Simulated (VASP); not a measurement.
# Ge (I4_1/amd) in VASP: further runs

Runs on Ge. Level: LDA. Tasks: single point.

All numbers are computed with VASP 6.6.1; they aren't measurements. Logs are shortened: lines on timing, memory, paths and dates and some standing lists are left out, and cuts for length are marked.

### 1 The cell of the first run

Symmetry: I4_1/amd, No. 141, tetragonal system. Conventional cell: a = 5.149 Å, b = 5.149 Å, c = 2.795 Å, α = 90.00°, β = 90.00°, γ = 90.00°. Ge (site symmetry -4m2) has 10 Ge at 2.67 to 3.32 Å within 3.5 Å.

### 2 Single point, LDA

File INCAR:

```
  PREC = Accurate
  ENCUT = 500
  EDIFF = 1E-6
  ISMEAR = 0
  SIGMA = 0.15
  LREAL = F
  LASPH = T
  NELM = 120
  ALGO = Normal
  ISIF = 2
  LWAVE = F
  LCHARG = F
  NBANDS = 21
  GGA_COMPAT = F
```

File KPOINTS:

```
Automatic mesh
0
Gamma
  20 20 20
```

File POSCAR:

```
Ge
1.0
   -2.5744897190      2.5744897190      1.3974126432
    2.5744897190     -2.5744897190      1.3974126432
    2.5744897190      2.5744897190     -1.3974126432
Ge
2
Direct
    0.2500000000      0.7500000000      0.5000000000
    0.5000000000      0.5000000000      0.0000000000
```

Potentials or basis: VASP PAW LDA potentials, release 64 (Ge_d).

Command:

```
$ cat potpaw_LDA.64/Ge_d/POTCAR > POTCAR
$ mpirun -np 1 vasp_std > vasp.out
```

OUTCAR:

```text
PREC = Accurate
   ENCUT = 500
   EDIFF = 1E-6
   ISMEAR = 0
   LREAL = F
   LASPH = T
   NELM = 120
   ISIF = 2

 ion  position               nearest neighbor table
   1  0.250  0.750  0.500-   2 2.67   2 2.67   2 2.67   2 2.67
   2  0.500  0.500  0.000-   1 2.67   1 2.67   1 2.67   1 2.67

  LATTYP: Found a body centered tetragonal cell.
 ALAT       =     5.1489794380
 C/A-ratio  =     0.5427920853

  Lattice vectors:

 A1 = (  -2.5744897190,   2.5744897190,   1.3974126432)
 A2 = (   2.5744897190,  -2.5744897190,   1.3974126432)
 A3 = (   2.5744897190,   2.5744897190,  -1.3974126432)

Analysis of symmetry for initial positions (statically):
=====================================================================
 Subroutine PRICEL returns:
 Original cell was already a primitive cell.

 Routine SETGRP: Setting up the symmetry group for a
 body centered tetragonal supercell.

 Subroutine GETGRP returns: Found 16 space group operations
 (whereof  8 operations were pure point group operations)
 out of a pool of 16 trial point group operations.

The static configuration has the point symmetry D_2d.
 The point group associated with its full space group is D_4h.

Analysis of symmetry for dynamics (positions and initial velocities):
=====================================================================
 Subroutine PRICEL returns:
 Original cell was already a primitive cell.

 Routine SETGRP: Setting up the symmetry group for a
 body centered tetragonal supercell.

 Subroutine GETGRP returns: Found 16 space group operations
 (whereof  8 operations were pure point group operations)
 out of a pool of 16 trial point group operations.

The dynamic configuration has the point symmetry D_2d.
 The point group associated with its full space group is D_4h.

 Subroutine INISYM returns: Found 16 space group operations
 (whereof  8 operations are pure point group operations),
 and found     1 'primitive' translations

----------------------------------------------------------------------------------------

                                     Primitive cell

  volume of cell :      37.0482

  direct lattice vectors                    reciprocal lattice vectors
    -2.574489719  2.574489719  1.397412643     0.000000000  0.194213244  0.357804119
     2.574489719 -2.574489719  1.397412643     0.194213244  0.000000000  0.357804119
     2.574489719  2.574489719 -1.397412643     0.194213244  0.194213244  0.000000000

  length of vectors
     3.899840602  3.899840602  3.899840602     0.407114937  0.407114937  0.274659004

  position of ions in fractional coordinates (direct lattice)
     0.250000000  0.750000000  0.500000000
     0.500000000  0.500000000  0.000000000

  ion indices of the primitive-cell ions
   primitive index   ion index
                 1           1
                 2           2

----------------------------------------------------------------------------------------

 KPOINTS: Automatic mesh

Automatic generation of k-mesh.
 Grid dimensions read from file:
 generate k-points for:   20   20   20

 Generating k-lattice:

  Cartesian coordinates                     Fractional coordinates (reciprocal lattice)
     0.000000000  0.009710662  0.017890206     0.050000000  0.000000000  0.000000000
     0.009710662  0.000000000  0.017890206     0.000000000  0.050000000  0.000000000
     0.009710662  0.009710662  0.000000000     0.000000000  0.000000000  0.050000000

  Length of vectors
     0.020355747  0.020355747  0.013732950

  Shift w.r.t. Gamma in fractional coordinates (k-lattice)
     0.000000000  0.000000000  0.000000000

 Subroutine IBZKPT returns following result:
 ===========================================

 Found    641 irreducible k-points:

 Following reciprocal coordinates:
            Coordinates               Weight
  0.000000  0.000000  0.000000      1.000000
  0.050000  0.000000  0.000000      8.000000
  0.100000  0.000000  0.000000      8.000000
  0.150000  0.000000 -0.000000      8.000000
  0.200000  0.000000  0.000000      8.000000
  0.250000  0.000000 -0.000000      8.000000
[... 16 lines left out ...]
 -0.400000  0.050000  0.000000     16.000000
 -0.350000  0.050000  0.000000     16.000000
 [... further k-points ...]
   k-points           NKPTS =    641   k-points in BZ     NKDIM =    641   number of bands    NBANDS=     21
   number of dos      NEDOS =    301   number of ions     NIONS =      2
   total plane-waves  NPLWV =  21952
   dimension x,y,z NGX =    28 NGY =   28 NGZ =   28
   dimension x,y,z NGXF=    56 NGYF=   56 NGZF=   56
   ions per type =               2
   NGX,Y,Z   is equivalent  to a cutoff of  11.94, 11.94, 11.94 a.u.
   NGXF,Y,Z  is equivalent  to a cutoff of  23.87, 23.87, 23.87 a.u.
 SYSTEM =  unknown system
   PREC   = accura    normal or accurate (medium, high low for compatibility)
   ISTART =      0    job   : 0-new  1-cont  2-samecut
   ICHARG =      2    charge: 1-file 2-atom 10-const
   ISPIN  =      1    spin polarized calculation?
   LNONCOLLINEAR =      F non collinear calculations
   LSORBIT =      F    spin-orbit coupling
   LASPH  =      T    aspherical Exc in radial PAW
   ENCUT  =  500.0 eV  36.75 Ry    6.06 a.u.   7.11  7.11  7.11*2*pi/ulx,y,z
   NELM   =    120;   NELMIN=  2; NELMDL= -5     # of ELM steps
   EDIFF  = 0.1E-05   stopping-criterion for ELM
   LREAL  =      F    real-space projection
   EDIFFG = 0.1E-04   stopping-criterion for IOM
   NSW    =      0    number of steps for IOM
   IBRION =     -1    ionic relax: 0-MD 1-quasi-New 2-CG
   NFREE  =      0    steps in history (QN), initial steepest desc. (CG)
   ISIF   =      2    stress and relaxation
   ISYM   =      2    0-nonsym 1-usesym 2-fastsym
   POTIM  = 0.5000    time-step for ionic-motion
   TEBEG  =    0.0;   TEEND  =   0.0 temperature during run
   PSTRESS=    0.0 pullay stress
   NELECT =      28.0000    total number of electrons
   NUPDOWN=      -1.0000    fix difference up-down
   EMIN   =  10.00;   EMAX   =-10.00  energy-range for DOS
   EFERMI =   0.00;   METHOD = LEGACY
   ISMEAR =     0;   SIGMA  =   0.15  broadening in eV -4-tet -1-fermi 0-gaus
   EFERMI_NEDOS =   21; number of points for ismear=-14 and -15
   IALGO  =     38    algorithm
   IMIX   =      4    mixing-type and parameters
     AMIX     =   0.40;   BMIX     =  1.00
     AMIX_MAG =   1.60;   BMIX_MAG =  1.00
  volume/ion in A,a.u.               =      18.52       125.01
  Fermi-wavevector in a.u.,A,eV,Ry     =   1.491209  2.817976 30.255333  2.223704
  Thomas-Fermi vector in A             =   2.603893
   LORBIT       =      0    0 simple, 1 ext, 2 COOP (PROOUT), +10 PAW based schemes
   GGA     = CA    functional components
   LHFCALC =     F    Hartree Fock is set to
   AEXX    =    0.0000 exact exchange contribution
   IVDW    =     0    specifies the selected vdW correction
   LEPSILON=     F    determine dielectric tensor
   LRPA    =     F    only Hartree local field effects (RPA)
 non-spin polarized calculation
 Gauss-broadening in eV      SIGMA  =   0.15
  energy-cutoff  :      500.00
  volume of cell :       37.05
 maximum number of plane-waves:       962
   NGX = 15   NGY = 15   NGZ = 15

 number of electron      28.0000030 magnetization

 Free energy of the ion-electron system (eV)
  ---------------------------------------------------
  ext. energy  EPLUGINS =         0.00000000
  ---------------------------------------------------
  free energy    TOTEN  =       -10.02255905 eV

  energy without entropy =      -10.01397046  energy(sigma->0) =      -10.01826475

 E-fermi :   6.4984     XC(G=0): -11.6055

 val. band max:        6.4896920671   @ k =  -0.4500   0.1000   0.0500
 cond. band min:       6.5009158534   @ k =   0.3500   0.2000   0.0000
 fundamental gap:      0.0112237863
 Fermi energy:         6.4984372014

 k-point     1 :       0.0000    0.0000    0.0000
  band No.  band energies     occupation
      1     -18.3130      2.00000
      2     -18.2683      2.00000
      3     -18.2367      2.00000
      4     -18.2358      2.00000
      5     -18.1304      2.00000
      6     -18.1304      2.00000
[... 13 lines left out ...]
     20      18.1473      0.00000
     21      19.1340      0.00000

 k-point     2 :       0.0500    0.0000    0.0000
  band No.  band energies     occupation
      1     -18.3121      2.00000
      2     -18.2649      2.00000
      3     -18.2355      2.00000
      4     -18.2317      2.00000
      5     -18.1334      2.00000
      6     -18.1332      2.00000
[... 13 lines left out ...]
     20      18.2012      0.00000
     21      19.3717      0.00000

 k-point     3 :       0.1000    0.0000    0.0000
  band No.  band energies     occupation
      1     -18.3092      2.00000
      2     -18.2551      2.00000
      3     -18.2317      2.00000
      4     -18.2201      2.00000
      5     -18.1404      2.00000
      6     -18.1385      2.00000
[... 13 lines left out ...]
     20      17.9344      0.00000
     21      18.4881      0.00000

 k-point     4 :       0.1500    0.0000   -0.0000
  band No.  band energies     occupation
      1     -18.3041      2.00000
      2     -18.2406      2.00000
      3     -18.2258      2.00000
      4     -18.2040      2.00000
      5     -18.1497      2.00000
      6     -18.1427      2.00000
[... 13 lines left out ...]
     20      17.0124      0.00000
     21      17.5584      0.00000

 k-point     5 :       0.2000    0.0000    0.0000
  band No.  band energies     occupation
      1     -18.2975      2.00000
      2     -18.2244      2.00000
      3     -18.2186      2.00000
      4     -18.1893      2.00000
      5     -18.1601      2.00000
      6     -18.1421      2.00000
[... 13 lines left out ...]
     20      16.1413      0.00000
     21      17.1838      0.00000
[... 382 lines left out ...]
     20      18.1873      0.00000
     21      18.6247      0.00000

 k-point    22 :      -0.4500    0.0500    0.0000
  band No.  band energies     occupation
      1     -18.2685      2.00000
      2     -18.2183      2.00000
      3     -18.2125      2.00000
      4     -18.1915      2.00000
      5     -18.1646      2.00000
      6     -18.1608      2.00000
[... 13 lines left out ...]
     20      17.2121      0.00000
     21      18.9099      0.00000

 k-point    23 :      -0.4000    0.0500    0.0000
  band No.  band energies     occupation
      1     -18.2726      2.00000
      2     -18.2102      2.00000
      3     -18.2057      2.00000
      4     -18.1960      2.00000
      5     -18.1691      2.00000
      6     -18.1557      2.00000
[... 13 lines left out ...]
     20      15.8969      0.00000
     21      18.2219      0.00000

 k-point    24 :      -0.3500    0.0500    0.0000
  band No.  band energies     occupation
      1     -18.2782      2.00000
      2     -18.2075      2.00000
      3     -18.2018      2.00000
      4     -18.1959      2.00000
      5     -18.1711      2.00000
      6     -18.1495      2.00000
[... 13 lines left out ...]
     20      15.3661      0.00000
     21      17.6169      0.00000

 [... further k-points ...]
[... 5 lines left out ...]
  --------------------------------------------------------------------------------------
  -------------------------------------------------------------------------------------
  Total       -0.6802568     -0.6802568     -0.4521580      0.0000000      0.0000000      0.0000000
  in kB      -29.4182250    -29.4182250    -19.5539174      0.0000000      0.0000000      0.0000000
  external PRESSURE =     -26.1301224 kB  Pullay stress =       0.0000000 kB

 VOLUME and BASIS-vectors are now :
 -----------------------------------------------------------------------------
  energy-cutoff  :      500.00
  volume of cell :       37.05
      direct lattice vectors                 reciprocal lattice vectors
    -2.574489719  2.574489719  1.397412643     0.000000000  0.194213244  0.357804119
     2.574489719 -2.574489719  1.397412643     0.194213244  0.000000000  0.357804119
     2.574489719  2.574489719 -1.397412643     0.194213244  0.194213244  0.000000000

 POSITION                                       TOTAL-FORCE (eV/Angst)
 -----------------------------------------------------------------------------------
      2.57449      0.00000      0.69871         0.000000     -0.000000     -0.000000
      0.00000      0.00000      1.39741        -0.000000      0.000000      0.000000
 -----------------------------------------------------------------------------------
    total drift:                                0.000000     -0.000000      0.000000

  FREE ENERGIE OF THE ION-ELECTRON SYSTEM (eV)
  ---------------------------------------------------
  free  energy   TOTEN  =       -10.0225590482 eV

  energy  without entropy=      -10.0139704562  energy(sigma->0) =      -10.01826475
```

Run time: 7.9 min. Hardware: 1 thread of Oxide Virtual Turin-like, shared host; peak memory 0.4 GiB.

Results:

* Free energy: -10.0226 eV
* Pressure: -2.6 GPa
* Band gap on the k mesh: zero (bands 14 and 15 overlap by 5.09 eV)

(Part 1 of 2 ends here.)
